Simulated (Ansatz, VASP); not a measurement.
## BP in VASP and in Ansatz

The input INCAR:

```
SYSTEM = BP
PREC = Accurate
ENCUT = 520
EDIFF = 1E-6
ISMEAR = 0
SIGMA = 0.02
LREAL = .False.
LASPH = .True.
NELM = 60
ALGO = Normal
ISIF = 2
LWAVE = .False.
LCHARG = .False.
GGA = PS
NBANDS = 16
```

File KPOINTS:

```
regular mesh
0
Gamma
  8 8 6
  0 0 0
```

The input POSCAR:

```
BP
1.0
    2.2940022614      2.2940022614      0.0000000000
   -2.2940022614      2.2940022614      0.0000000000
    0.0000000000      0.0000000000      4.4879354032
B P
2 2
Direct
    0.0000000000      0.0000000000      0.0000000000
    0.5000000000      0.5000000000      0.5000000000
    0.5000000000      0.0000000000      0.7500000000
    0.0000000000      0.5000000000      0.2500000000
```

Input for Ansatz:

```yaml
crystal:
  lattice:
    - [2.2940022614, 2.2940022614, 0.0]
    - [-2.2940022614, 2.2940022614, 0.0]
    - [0.0, 0.0, 4.4879354032]
  atoms:
    - { symbol: B, position: [0.0, 0.0, 0.0] }
    - { symbol: B, position: [0.5, 0.5, 0.5] }
    - { symbol: P, position: [0.5, 0.0, 0.75] }
    - { symbol: P, position: [0.0, 0.5, 0.25] }
basis:
  ecutwfc: 420
kpoints:
  mp_grid: { grid: [8, 8, 6] }
  band_path: { path: [VBM, CBM], npoints: 2 }
hamiltonian:
  xc: pbesol
scf:
  occupations: { method: gaussian, width: 0.02 }
output:
  forces: true
  stress: true
  eigenvalues: true
checkpoint:
  read: start.run
  write: ck
  compress: false
  write_wavefunctions: false
  write_every: 100000
```

Alike in both runs: task single point; functional PBEsol; k mesh 8 × 8 × 6; occupations gaussian, width 0.02 eV; no spin polarisation.

|  | VASP | Ansatz |
| --- | --- | --- |
| version | VASP 6.6.1 | Ansatz 0.2.0 |
| potentials or method | VASP PAW PBE potentials, release 64 (B, P), cutoff 520 eV | scalar-relativistic, plane waves, PAW |
| valence electrons in the cell | 16 | 16 |

|  | VASP | Ansatz | Ansatz less VASP |
| --- | --- | --- | --- |
| gap on the k mesh at the Fermi level (eV) | 0.81 | 0.82 | +0.004 |
| least direct gap on the mesh (eV) | 0.94 | 0.95 | +0.003 |
| pressure (GPa) | -3.6 | -3.7 | -0.10 |
| traceless stress, the component that is largest in VASP (GPa) | 3.68 | 3.68 | +0.001 |

VASP's potentials were made for PBE, not for PBEsol. With one functional, cell and mesh, what is left measures potentials, basis and numerics.
